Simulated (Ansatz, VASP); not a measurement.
**SiC in VASP and in Ansatz**

File INCAR:

```
ALGO     = Normal         # electronic algorithm
EDIFF    = 1E-7           # SCF threshold, eV
ENCUT    = 520            # plane-wave cutoff, eV
GGA      = PS             # functional
ISIF     = 2              # what is computed and relaxed
ISMEAR   = -1             # smearing method
LASPH    = T              # aspherical terms in the spheres
LCHARG   = F              # write CHGCAR
LREAL    = F              # projectors in reciprocal space
LWAVE    = F              # write WAVECAR
NBANDS   = 11             # bands
NELM     = 60             # most SCF steps
PREC     = Accurate       # precision mode
SIGMA    = 0.08           # smearing width, eV
```

File KPOINTS:

```
k-points
0
Gamma
  17 17 17
```

The input POSCAR:

```
SiC
1.0
    0.0000000000      1.9328617826      1.9328617826
    1.9328617826      0.0000000000      1.9328617826
    1.9328617826      1.9328617826      0.0000000000
Si C
1 1
Direct
    0.0000000000      0.0000000000      0.0000000000
    0.5000000000      0.5000000000      0.5000000000
```

Input for Ansatz:

```yaml
crystal:
  lattice:
    - [0.0, 1.9328617826, 1.9328617826]
    - [1.9328617826, 0.0, 1.9328617826]
    - [1.9328617826, 1.9328617826, 0.0]
  atoms:
    - { symbol: Si, position: [0.0, 0.0, 0.0] }
    - { symbol: C, position: [0.5, 0.5, 0.5] }
kpoints:
  mp_grid: { grid: [17, 17, 17] }
scf:
  occupations: { method: fermi_dirac, width: 0.08 }
hamiltonian:
  xc: pbesol
  pseudopotentials: { kind: paw, level: accurate }
output:
  forces: true
  stress: true
  eigenvalues: true
  write_density: true
  write_potential: true
  elf: true
  volumetric_format: npy
```

Alike in both runs: task single point; functional PBEsol; k mesh 17 × 17 × 17; occupations fermi-dirac, width 0.08 eV; no spin polarisation.

```csv
,VASP,Ansatz
version,VASP 6.6.1,Ansatz 0.2.0
potentials or method,"VASP PAW PBE potentials, release 64 (Si, C)","PAW with other files of Ansatz's library (level accurate), scalar-relativistic"
plane-wave cutoff (eV),520,800
valence electrons in the cell,8,8
```

|  | VASP | Ansatz | Ansatz less VASP |
| --- | --- | --- | --- |
| pressure (GPa) | 44.6 | 44.0 | -0.59 |

VASP's potentials were made for PBE, not for PBEsol. Both programs put the cell under a high pressure, so it lies far from rest at this level. Ansatz's warnings: written density without core change.
